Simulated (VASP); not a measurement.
# C (P6_3/mmc) in VASP: a series of runs

The runs below take C through single point, with LDA.

Everything below comes from runs of VASP 6.6.1. Logs are shortened: lines on timing, memory, paths and dates and some standing lists are left out, and cuts for length are marked.

### 1 The cell of the first run

It takes space group P6_3/mmc (No. 194, hexagonal). The conventional cell has a = 2.474 Å, b = 2.474 Å, c = 4.198 Å, α = 90.00°, β = 90.00°, γ = 120.00°. Within 2.0 Å of C (site symmetry 3m) lie 4 C at 1.52 to 1.57 Å.

### 2 Single point, LDA (strained cell)

INCAR reads:

```
SYSTEM = C
PREC = Accurate
ENCUT = 520
EDIFF = 1E-6
ISMEAR = 0
SIGMA = 0.02
LREAL = .False.
LASPH = .True.
NELM = 80
ALGO = Normal
ISIF = 2
LWAVE = .False.
LCHARG = .False.
NBANDS = 16
```

KPOINTS reads:

```
Automatic mesh
0
Gamma
  9 9 6
  0 0 0
```

POSCAR reads:

```
C
1.0
    2.4737245029      0.0000000000      0.0000000000
   -1.2368622514      2.1423082615      0.0000000000
    0.0000000000      0.0000000000      4.1979202822
C
4
Direct
    0.3333333333      0.6666666667     -0.0001691602
    0.6666666667      0.3333333333      0.4998308398
    0.3333333333      0.6666666667      0.3741691602
    0.6666666667      0.3333333333      0.8741691602
```

Potentials or basis: VASP PAW LDA potentials, release 64 (C).

Command:

```bash
$ cat potpaw_LDA.64/C/POTCAR > POTCAR
$ mpirun -np 1 vasp_std > vasp.out
```

OUTCAR:

```text
SYSTEM = C
   PREC = Accurate
   ENCUT = 520
   EDIFF = 1E-6
   ISMEAR = 0
   LREAL = .False.
   LASPH = .True.
   NELM = 80
   ISIF = 2

 ion  position               nearest neighbor table
   1  0.333  0.667  1.000-   4 1.52   4 1.52   4 1.52   3 1.57
   2  0.667  0.333  0.500-   3 1.52   3 1.52   3 1.52   4 1.57
   3  0.333  0.667  0.374-   2 1.52   2 1.52   2 1.52   1 1.57
   4  0.667  0.333  0.874-   1 1.52   1 1.52   1 1.52   2 1.57

  LATTYP: Found a hexagonal cell.
 ALAT       =     2.4737245029
 C/A-ratio  =     1.6970039620

  Lattice vectors:

 A1 = (   2.4737245029,   0.0000000000,   0.0000000000)
 A2 = (  -1.2368622514,   2.1423082615,   0.0000000000)
 A3 = (   0.0000000000,   0.0000000000,   4.1979202822)

Analysis of symmetry for initial positions (statically):
=====================================================================
 Subroutine PRICEL returns:
 Original cell was already a primitive cell.

 Routine SETGRP: Setting up the symmetry group for a
 hexagonal supercell.

 Subroutine GETGRP returns: Found 24 space group operations
 (whereof  6 operations were pure point group operations)
 out of a pool of 24 trial point group operations.

The static configuration has the point symmetry C_3v.
 The point group associated with its full space group is D_6h.

Analysis of symmetry for dynamics (positions and initial velocities):
=====================================================================
 Subroutine PRICEL returns:
 Original cell was already a primitive cell.

 Routine SETGRP: Setting up the symmetry group for a
 hexagonal supercell.

 Subroutine GETGRP returns: Found 24 space group operations
 (whereof  6 operations were pure point group operations)
 out of a pool of 24 trial point group operations.

The dynamic configuration has the point symmetry C_3v.
 The point group associated with its full space group is D_6h.

 Subroutine INISYM returns: Found 24 space group operations
 (whereof  6 operations are pure point group operations),
 and found     1 'primitive' translations

----------------------------------------------------------------------------------------

                                     Primitive cell

  volume of cell :      22.2468

  direct lattice vectors                    reciprocal lattice vectors
     2.473724503  0.000000000  0.000000000     0.404248735  0.233393116  0.000000000
    -1.236862251  2.142308262  0.000000000     0.000000000  0.466786231  0.000000000
     0.000000000  0.000000000  4.197920282     0.000000000  0.000000000  0.238213194

  length of vectors
     2.473724503  2.473724503  4.197920282     0.466786231  0.466786231  0.238213194

  position of ions in fractional coordinates (direct lattice)
     0.333333333  0.666666667  0.999830840
     0.666666667  0.333333333  0.499830840
     0.333333333  0.666666667  0.374169160
     0.666666667  0.333333333  0.874169160

  ion indices of the primitive-cell ions
   primitive index   ion index
                 1           1
                 2           2
                 3           3
                 4           4

----------------------------------------------------------------------------------------

 KPOINTS: Automatic mesh

Automatic generation of k-mesh.
 Grid dimensions read from file:
 generate k-points for:    9    9    6

 Generating k-lattice:

  Cartesian coordinates                     Fractional coordinates (reciprocal lattice)
     0.044916526  0.025932568  0.000000000     0.111111111  0.000000000  0.000000000
     0.000000000  0.051865137  0.000000000     0.000000000  0.111111111  0.000000000
     0.000000000  0.000000000  0.039702199     0.000000000  0.000000000  0.166666667

  Length of vectors
     0.051865137  0.051865137  0.039702199

  Shift w.r.t. Gamma in fractional coordinates (k-lattice)
     0.000000000  0.000000000  0.000000000

 Subroutine IBZKPT returns following result:
 ===========================================

 Found     48 irreducible k-points:

 Following reciprocal coordinates:
            Coordinates               Weight
  0.000000  0.000000  0.000000      1.000000
  0.111111  0.000000  0.000000      6.000000
  0.222222  0.000000  0.000000      6.000000
  0.333333  0.000000  0.000000      6.000000
  0.444444  0.000000  0.000000      6.000000
  0.111111  0.111111  0.000000      6.000000
[... 16 lines left out ...]
  0.333333  0.222222  0.166667     24.000000
  0.333333  0.333333  0.166667      4.000000
 [... further k-points ...]
   k-points           NKPTS =     48   k-points in BZ     NKDIM =     48   number of bands    NBANDS=     16
   number of dos      NEDOS =    301   number of ions     NIONS =      4
   total plane-waves  NPLWV =  10368
   dimension x,y,z NGX =    18 NGY =   18 NGZ =   32
   dimension x,y,z NGXF=    36 NGYF=   36 NGZF=   64
   ions per type =               4
   NGX,Y,Z   is equivalent  to a cutoff of  12.10, 12.10, 12.67 a.u.
   NGXF,Y,Z  is equivalent  to a cutoff of  24.19, 24.19, 25.35 a.u.
 SYSTEM =  C
   PREC   = accura    normal or accurate (medium, high low for compatibility)
   ISTART =      0    job   : 0-new  1-cont  2-samecut
   ICHARG =      2    charge: 1-file 2-atom 10-const
   ISPIN  =      1    spin polarized calculation?
   LNONCOLLINEAR =      F non collinear calculations
   LSORBIT =      F    spin-orbit coupling
   LASPH  =      T    aspherical Exc in radial PAW
   ENCUT  =  520.0 eV  38.22 Ry    6.18 a.u.   4.60  4.60  7.81*2*pi/ulx,y,z
   NELM   =     80;   NELMIN=  2; NELMDL= -5     # of ELM steps
   EDIFF  = 0.1E-05   stopping-criterion for ELM
   LREAL  =      F    real-space projection
   EDIFFG = 0.1E-04   stopping-criterion for IOM
   NSW    =      0    number of steps for IOM
   IBRION =     -1    ionic relax: 0-MD 1-quasi-New 2-CG
   NFREE  =      0    steps in history (QN), initial steepest desc. (CG)
   ISIF   =      2    stress and relaxation
   ISYM   =      2    0-nonsym 1-usesym 2-fastsym
   POTIM  = 0.5000    time-step for ionic-motion
   TEBEG  =    0.0;   TEEND  =   0.0 temperature during run
   PSTRESS=    0.0 pullay stress
   NELECT =      16.0000    total number of electrons
   NUPDOWN=      -1.0000    fix difference up-down
   EMIN   =  10.00;   EMAX   =-10.00  energy-range for DOS
   EFERMI =   0.00;   METHOD = LEGACY
   ISMEAR =     0;   SIGMA  =   0.02  broadening in eV -4-tet -1-fermi 0-gaus
   EFERMI_NEDOS =   21; number of points for ismear=-14 and -15
   IALGO  =     38    algorithm
   IMIX   =      4    mixing-type and parameters
     AMIX     =   0.40;   BMIX     =  1.00
     AMIX_MAG =   1.60;   BMIX_MAG =  1.00
  volume/ion in A,a.u.               =       5.56        37.53
  Fermi-wavevector in a.u.,A,eV,Ry     =   1.466760  2.771774 29.271361  2.151384
  Thomas-Fermi vector in A             =   2.582459
   LORBIT       =      0    0 simple, 1 ext, 2 COOP (PROOUT), +10 PAW based schemes
   GGA     = CA    functional components
   LHFCALC =     F    Hartree Fock is set to
   AEXX    =    0.0000 exact exchange contribution
   IVDW    =     0    specifies the selected vdW correction
   LEPSILON=     F    determine dielectric tensor
   LRPA    =     F    only Hartree local field effects (RPA)
 non-spin polarized calculation
 Gauss-broadening in eV      SIGMA  =   0.02
  energy-cutoff  :      520.00
  volume of cell :       22.25
 maximum number of plane-waves:       614
   NGX =  9   NGY =  9   NGZ = 15

 number of electron      15.9999992 magnetization

 Free energy of the ion-electron system (eV)
  ---------------------------------------------------
  ext. energy  EPLUGINS =         0.00000000
  ---------------------------------------------------
  free energy    TOTEN  =       -40.36863558 eV

  energy without entropy =      -40.36863558  energy(sigma->0) =      -40.36863558

 E-fermi :  10.4602     XC(G=0): -13.5902

 val. band max:       10.2998656481   @ k =   0.0000   0.0000   0.0000
 cond. band min:      13.3136846468   @ k =   0.3333   0.3333   0.0000
 fundamental gap:      3.0138189987
 Fermi energy:        10.4602127150

 k-point     1 :       0.0000    0.0000    0.0000
  band No.  band energies     occupation
      1     -11.5933      2.00000
      2      -6.1231      2.00000
      3      -3.5822      2.00000
      4       7.3717      2.00000
      5       7.3717      2.00000
      6       9.7775      2.00000
[... 8 lines left out ...]
     15      25.2624      0.00000
     16      27.7132      0.00000

 k-point     2 :       0.1111    0.0000    0.0000
  band No.  band energies     occupation
      1     -11.2784      2.00000
      2      -5.8416      2.00000
      3      -3.2804      2.00000
      4       5.9199      2.00000
      5       6.7505      2.00000
      6       9.0527      2.00000
[... 8 lines left out ...]
     15      25.5842      0.00000
     16      26.9849      0.00000

 k-point     3 :       0.2222    0.0000    0.0000
  band No.  band energies     occupation
      1     -10.3398      2.00000
      2      -5.0020      2.00000
      3      -2.4100      2.00000
      4       2.8598      2.00000
      5       5.5447      2.00000
      6       6.4348      2.00000
[... 8 lines left out ...]
     15      25.0714      0.00000
     16      25.9897      0.00000

 k-point     4 :       0.3333    0.0000    0.0000
  band No.  band energies     occupation
      1      -8.8026      2.00000
      2      -3.6228      2.00000
      3      -1.3850      2.00000
      4      -0.1244      2.00000
      5       3.5353      2.00000
      6       4.5075      2.00000
[... 8 lines left out ...]
     15      25.3299      0.00000
     16      26.9868      0.00000

 k-point     5 :       0.4444    0.0000    0.0000
  band No.  band energies     occupation
      1      -6.7907      2.00000
      2      -3.6675      2.00000
      3      -1.7855      2.00000
      4       0.6877      2.00000
      5       0.8608      2.00000
      6       3.9408      2.00000
[... 8 lines left out ...]
     15      26.7483      0.00000
     16      28.2293      0.00000

 k-point     6 :       0.1111    0.1111    0.0000
  band No.  band energies     occupation
      1     -10.6516      2.00000
      2      -5.2810      2.00000
      3      -2.6926      2.00000
      4       4.0462      2.00000
      5       5.3959      2.00000
      6       7.4149      2.00000
[... 8 lines left out ...]
     15      25.7785      0.00000
     16      26.2273      0.00000
[... 267 lines left out ...]
 k-point    21 :       0.4444    0.1111    0.1667
  band No.  band energies     occupation
      1      -5.7103      2.00000
      2      -4.1300      2.00000
      3      -1.8437      2.00000
      4      -0.4043      2.00000
      5       2.1526      2.00000
      6       3.0397      2.00000
[... 8 lines left out ...]
     15      26.1564      0.00000
     16      28.3737      0.00000

 k-point    22 :       0.2222    0.2222    0.1667
  band No.  band energies     occupation
      1      -7.7220      2.00000
      2      -3.7689      2.00000
      3      -0.7641      2.00000
      4       1.3366      2.00000
      5       1.6543      2.00000
      6       2.8239      2.00000
[... 8 lines left out ...]
     15      24.0107      0.00000
     16      26.4862      0.00000

 k-point    23 :       0.3333    0.2222    0.1667
  band No.  band energies     occupation
      1      -5.7606      2.00000
      2      -3.0121      2.00000
      3      -1.8397      2.00000
      4       0.4431      2.00000
      5       0.7713      2.00000
      6       2.6703      2.00000
[... 8 lines left out ...]
     15      25.4933      0.00000
     16      26.9718      0.00000

 k-point    24 :       0.3333    0.3333    0.1667
  band No.  band energies     occupation
      1      -4.0110      2.00000
      2      -4.0110      2.00000
      3      -0.8753      2.00000
      4      -0.2413      2.00000
      5      -0.2413      2.00000
      6       2.5138      2.00000
[... 8 lines left out ...]
     15      26.2469      0.00000
     16      26.2469      0.00000

 [... further k-points ...]

------------------------ aborting loop because EDIFF is reached ----------------------------------------

  FORCE on cell =-STRESS in cart. coord.  units (eV):
  Direction    XX          YY          ZZ          XY          YZ          ZX
  --------------------------------------------------------------------------------------
  -------------------------------------------------------------------------------------
  Total        0.9174603      0.9174603     -2.5053492      0.0000000      0.0000000      0.0000000
  in kB       66.0739703     66.0739703   -180.4310908      0.0000000      0.0000000      0.0000000
  external PRESSURE =     -16.0943834 kB  Pullay stress =       0.0000000 kB

 VOLUME and BASIS-vectors are now :
 -----------------------------------------------------------------------------
  energy-cutoff  :      520.00
  volume of cell :       22.25
      direct lattice vectors                 reciprocal lattice vectors
     2.473724503  0.000000000  0.000000000     0.404248735  0.233393116  0.000000000
    -1.236862251  2.142308262  0.000000000     0.000000000  0.466786231  0.000000000
     0.000000000  0.000000000  4.197920282     0.000000000  0.000000000  0.238213194

 POSITION                                       TOTAL-FORCE (eV/Angst)
 -----------------------------------------------------------------------------------
     -0.00000      1.42821      4.19721        -0.000000      0.000000      0.014010
      1.23686      0.71410      2.09825        -0.000000      0.000000      0.014010
     -0.00000      1.42821      1.57073         0.000000     -0.000000     -0.014010
      1.23686      0.71410      3.66969         0.000000      0.000000     -0.014010
 -----------------------------------------------------------------------------------
    total drift:                               -0.000000      0.000000      0.000007

  FREE ENERGIE OF THE ION-ELECTRON SYSTEM (eV)
  ---------------------------------------------------
  free  energy   TOTEN  =       -40.3686355784 eV

  energy  without entropy=      -40.3686355784  energy(sigma->0) =      -40.36863558
```

Wall time 5 s (1 thread of Intel Xeon 6975P-C (Granite Rapids), shared host); peak memory 0.12 GiB.

Results:

```yaml
Free_energy: -40.3686 eV
Pressure: -1.6 GPa
Largest_force: 0.014 eV/Å
Band_gap_on_the_k_mesh: 3.01 eV, indirect (least direct gap 4.82 eV)
```

Forces in eV/Å, atoms in the order of the input:
```
C    0.000  0.000  0.014
C    0.000  0.000  0.014
C    0.000  0.000 -0.014
C    0.000  0.000 -0.014
```

Caveat: the cell differs from its parent crystal (strained cell). A k mesh can miss the band edges.

### 3 Single point, LDA (strained cell)

INCAR reads:

```
PREC = Accurate ; ENCUT = 520
EDIFF = 1E-7 ; ISMEAR = 0
SIGMA = 0.02 ; LREAL = F
LASPH = T ; NELM = 100
ALGO = Normal ; ISIF = 2
LWAVE = F ; LCHARG = F
NBANDS = 16
```

KPOINTS reads:

```
regular mesh
0
Gamma
  9 9 6
```

POSCAR reads:

```
C
1.0
    2.4836321806      0.0000000000      0.0000000000
   -1.2418160903      2.1508885620      0.0000000000
    0.0000000000      0.0000000000      4.1979202822
C
4
Direct
    0.3333333333      0.6666666667     -0.0002181980
    0.6666666667      0.3333333333      0.4997818020
    0.3333333333      0.6666666667      0.3742181980
    0.6666666667      0.3333333333      0.8742181980
```

Potentials or basis: VASP PAW LDA potentials, release 64 (C).

Command:

```bash
$ cat potpaw_LDA.64/C/POTCAR > POTCAR
$ mpirun -np 1 vasp_std > vasp.out
```

It took 5.3 s on 1 thread of Intel Xeon 6975P-C (Granite Rapids), shared host; peak memory 0.12 GiB.

The run converged. Its results:

```
Free energy            : -40.3732 eV
Pressure               : -5.3 GPa
Largest force          : 0.011 eV/Å
Band gap on the k mesh : 3.05 eV, indirect (least direct gap 4.91 eV)
```

Forces on the atoms (eV/Å):
```
C    0.000  0.000  0.011
C    0.000  0.000  0.011
C    0.000  0.000 -0.011
C    0.000  0.000 -0.011
```

Stress tensor (GPa, compression positive):
```
  1.10   0.00   0.00
  0.00   1.10   0.00
  0.00   0.00 -18.06
```

Levels at points of the mesh, in eV from the valence-band top:
```tsv
k point	band 5	band 6	band 7	band 8	band 9	band 10	band 11	band 12
(0.00, 0.00, 0.00)	-2.94	-0.50	0.00	0.00	4.91	5.14	5.14	8.84
(0.00, 0.00, 0.50)	-1.75	-1.75	-1.75	-1.75	7.34	7.34	7.34	7.34
```

Caveat: the cell differs from its parent crystal (strained cell). A k mesh can miss the band edges.

(Part 1 of 2 ends here.)
